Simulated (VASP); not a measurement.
A run of VASP 6.6.1:

The input INCAR:

```
SYSTEM = GeW
PREC     = Accurate       ! precision mode
ENCUT    = 520            ! plane-wave cutoff, eV
EDIFF    = 1E-6           ! SCF threshold, eV
ISMEAR   = 0              ! smearing method
SIGMA    = 0.026000000000000002 ! smearing width, eV
LREAL    = .FALSE.        ! projectors in reciprocal space
LASPH    = .TRUE.         ! aspherical terms in the spheres
NELM     = 100            ! most SCF steps
ALGO     = Normal         ! electronic algorithm
ISIF     = 2              ! what is computed and relaxed
LWAVE    = .FALSE.        ! write WAVECAR
LCHARG   = .FALSE.        ! write CHGCAR
GGA      = PE             ! functional
NBANDS   = 21             ! bands
```

KPOINTS

```
Automatic mesh
0
G
  9 9 9
  0 0 0
```

Contents of POSCAR:

```
GeW
1.0
    0.0000000000      2.5776100000      2.5776100000
    2.5776100000      0.0000000000      2.5776100000
    2.5776100000      2.5776100000      0.0000000000
Ge W
1 1
Direct
    0.5000000000      0.5000000000      0.5000000000
    0.0000000000      0.0000000000      0.0000000000
```

Potentials or basis: VASP PAW PBE potentials, release 64 (Ge_d, W_sv).

Command:

```console
$ cat potpaw_PBE.64/Ge_d/POTCAR potpaw_PBE.64/W_sv/POTCAR > POTCAR
$ mpirun -np 1 vasp_std > vasp.out
```

Hardware: 1 thread of AMD EPYC 9R45 96-Core Processor (Zen 5), on a shared host.

Problem. How long does it take, and how much memory?

Solution. Run time: 15 s on 1 thread of AMD EPYC 9R45 96-Core Processor (Zen 5), with other jobs on the host, peak memory 0.14 GiB. Counts: scf iterations 12, k points 35.
